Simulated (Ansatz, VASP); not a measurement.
**CsCl: VASP beside Ansatz**

File INCAR:

```
SYSTEM = CsCl
  PREC = Accurate
  ENCUT = 500
  EDIFF = 1E-6
  ISMEAR = 0
  SIGMA = 0.01
  LREAL = .False.
  LASPH = .True.
  NELM = 200
  ALGO = Normal
  ISIF = 2
  LWAVE = .False.
  LCHARG = .True.
  LNONCOLLINEAR = .True.
  MAGMOM = 0 0 0 0 0 0
  LORBIT = 11
  LSORBIT = .True.
  GGA_COMPAT = .False.
  LORBMOM = .True.
  GGA = CA
  LVHAR = .True.
  NBANDS = 28
```

KPOINTS

```
Automatic mesh
0
Gamma
  6 6 6
  0 0 0
```

POSCAR

```
CsCl
1.0
    3.9692272329      0.0000000000      0.0000000000
    0.0000000000      3.9692272329      0.0000000000
    0.0000000000      0.0000000000      3.9692272329
Cs Cl
1 1
Direct
    0.0000000000      0.0000000000      0.0000000000
    0.5000000000      0.5000000000      0.5000000000
```

Input for Ansatz:

```yaml
crystal:
  lattice:
    - [3.96922723286, 0.0, 0.0]
    - [0.0, 3.96922723286, 0.0]
    - [0.0, 0.0, 3.96922723286]
  atoms:
    - { symbol: Cs, position: [0.0, 0.0, 0.0] }
    - { symbol: Cl, position: [0.5, 0.5, 0.5] }
kpoints:
  mp_grid: { grid: [6, 6, 6] }
scf:
  occupations: { method: fixed }
hamiltonian:
  xc: lda
  pseudopotentials: { kind: paw_fr }
magnetization:
  noncollinear: true
  spin_orbit: true
output:
  forces: true
  stress: true
  eigenvalues: true
  eigenstates:
    nscf_kmesh: { grid: [8, 8, 8] }
    de_dk: true
    e_range: [-9, 14.99173899354]
checkpoint:
  write: ck
  write_wavefunctions: false
```

Alike in both runs: task single point; functional LDA; k mesh 6 × 6 × 6; non-collinear spin, spin-orbit coupling.

```csv
,VASP,Ansatz
version,VASP 6.6.1,Ansatz 0.2.0
potentials or method,"VASP PAW LDA potentials, release 64 (Cs_sv, Cl)","PAW with Ansatz's default frozen-core files, fully relativistic files with spin-orbit coupling"
plane-wave cutoff (eV),500,420
occupations,"gaussian, width 0.01 eV",fixed
valence electrons in the cell,16,16
```

```tsv
	VASP	Ansatz	Ansatz less VASP
pressure (GPa)	0.1	0.0	-0.09
net moment per atom (μB)	0.00	0.00	0.000
```

LDA's correlation is that of Perdew and Zunger in VASP and of Perdew and Wang (1992) in Ansatz.
